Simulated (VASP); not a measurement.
Wanted: the native input for a VASP 6.6.1 run.

- Task: single point
- Functional: LDA
- Potentials or basis: VASP PAW LDA potentials, release 64 (N, Al, C)
- Cutoff: 520 eV
- k mesh: 9 × 9 × 1
- Occupations: gaussian, width 0.05 eV
- Spin: collinear spin
- Starting moments: [0.0, 0.0, 0.0, 0.0, 0.0, 0.0, 0.0, 0.0, 2.0] μB
- Dipole correction: yes
- Further INCAR settings: ALGO = Normal; EDIFF = 1e-06; NBANDS = 32

The structure of Al4CN4 lies in POSCAR:

```
Al4CN4
1.0
    3.0886572978      0.0000000000      0.0000000000
   -1.5443286489      2.6748556835      0.0000000000
    0.0000000000      0.0000000000     23.4417423460
N Al C
4 4 1
Direct
    0.3333333333      0.6666666666      0.1706357804
    0.6666666667      0.3333333334      0.2760679086
    0.3333333333      0.6666666666      0.3837737194
    0.6666666667      0.3333333334      0.4878740814
    0.6666666667      0.3333333334      0.1955203112
    0.3333333333      0.6666666666      0.3009524394
    0.6666666667      0.3333333334      0.4041582755
    0.3333333333      0.6666666666      0.5094221312
    0.3333333333      1.1666666667      0.5601024053
```

The input as run:

INCAR

```
PREC     = Accurate       # precision mode
ENCUT    = 520            # plane-wave cutoff, eV
EDIFF    = 1E-6           # SCF threshold, eV
ISMEAR   = 0              # smearing method
SIGMA    = 0.05           # smearing width, eV
LREAL    = F              # projectors in reciprocal space
LASPH    = T              # aspherical terms in the spheres
NELM     = 150            # most SCF steps
ALGO     = Normal         # electronic algorithm
ISIF     = 2              # what is computed and relaxed
LWAVE    = F              # write WAVECAR
LCHARG   = F              # write CHGCAR
ISPIN    = 2              # spin polarisation
MAGMOM   = 0 0 0 0 0 0 0 0 2 # initial moments
LORBIT   = 11             # projections on sites
LDIPOL   = T            
IDIPOL   = 3            
DIPOL    = 0.5 0.5 0.365
GGA      = CA             # functional
NBANDS   = 32             # bands
```

KPOINTS

```
regular mesh
0
Gamma
  9 9 1
```

Potentials or basis: VASP PAW LDA potentials, release 64 (N, Al, C).

The run is started by

```console
$ cat potpaw_LDA.64/N/POTCAR potpaw_LDA.64/Al/POTCAR potpaw_LDA.64/C/POTCAR > POTCAR
$ mpirun -np 1 vasp_std > vasp.out
```

It gave:

| Property | Result |
| --- | --- |
| Largest force | 2.555 eV/Å |
| Net moment | 0.94 μB per cell |
| Site moments | N +0.01, +0.00, +0.04 (each value once); Al +0.00, -0.00, +0.02 (each value once); C +0.44 μB |
| Valence electrons inside the program's atomic spheres | N 3.68, 3.83, 3.85, 3.82; Al 0.84, 0.83, 0.88 (each value once); C 2.20 |

Caveat: a moment this small can come from the mesh or the smearing.

It took 13 min on 1 thread of Oxide Virtual Turin-like Processor, on a shared host, peak memory 0.38 GiB.
